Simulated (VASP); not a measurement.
Input of a VASP 6.6.1 run:

File INCAR:

```
SYSTEM = LiHf8O16
  ALGO = Normal
  EDIFF = 1E-6
  ENCUT = 650
  GGA = PE
  GGA_COMPAT = .FALSE.
  ISIF = 2
  ISMEAR = -1
  ISYM = -1
  LASPH = .TRUE.
  LCHARG = .FALSE.
  LREAL = Auto
  LWAVE = .FALSE.
  NBANDS = 108
  NELECT = 178.0
  NELM = 120
  PREC = Accurate
  SIGMA = 0.01
```

Contents of KPOINTS:

```
explicit points
4
Reciprocal
  0.25000000   0.25000000   0.25000000 2
  0.25000000   0.25000000   0.75000000 2
  0.25000000   0.75000000   0.25000000 2
  0.25000000   0.75000000   0.75000000 2
```

The input POSCAR:

```
LiHf8O16
1.0
    0.0000000000      5.0697034800      5.1017273300
    5.2943205200      0.0000000000      5.1017273300
    5.2943205200      5.0697034800      0.0000000000
Hf O Li
8 16 1
Direct
    0.2390481600      0.0081642000      0.0235065000
    0.7343648300      0.5121539600      0.5442342400
    0.3104849700      0.4676875800      0.9792904000
    0.7783107100      0.9797933200      0.4911035600
    0.2252186800      0.0334149700      0.5013045200
    0.7121979500      0.5421351800     -0.0057704600
    0.2601447700      0.4957555000      0.4735593300
    0.7618195100      0.9858118600      0.9769591500
    0.0215795200      0.3202145200      0.0432580800
    0.5225903500      0.8198010700      0.5660398500
    0.4171613400      0.4531801900      0.6706256900
    0.9090781900      0.9471113500      0.1768904600
    0.1049135400      0.3996205900      0.3450044400
    0.6023937700      0.8992976500      0.8468817600
    0.3513626300      0.6493871200      0.1047014500
    0.8551371800      0.1474048500      0.6097821300
    0.1445485700      0.8580140700      0.4039960400
    0.6567710100      0.3502756900      0.9013656700
    0.3995774900      0.1053479600      0.1396039500
    0.9004535800      0.6021506100      0.6425534200
    0.2027366400      0.1622793500      0.7125482800
    0.6823964200      0.6586259600      0.2289793500
    0.0613547900      0.7544765400      0.8749463300
    0.5704835000      0.2808146700      0.3440417000
    0.9451115300      0.4721562900      0.1910326600
```

Potentials or basis: VASP PAW PBE potentials, release 64 (Hf_pv, O, Li_sv).

Launch:

```console
$ cat potpaw_PBE.64/Hf_pv/POTCAR potpaw_PBE.64/O/POTCAR potpaw_PBE.64/Li_sv/POTCAR > POTCAR
$ mpirun -np 1 vasp_std > vasp.out
```

(1) Estimate the largest force.

## Answers

(1) 0.441 eV/Å.

Caveat: the cell carries a net charge on a neutralising background, which shifts energy and pressure.
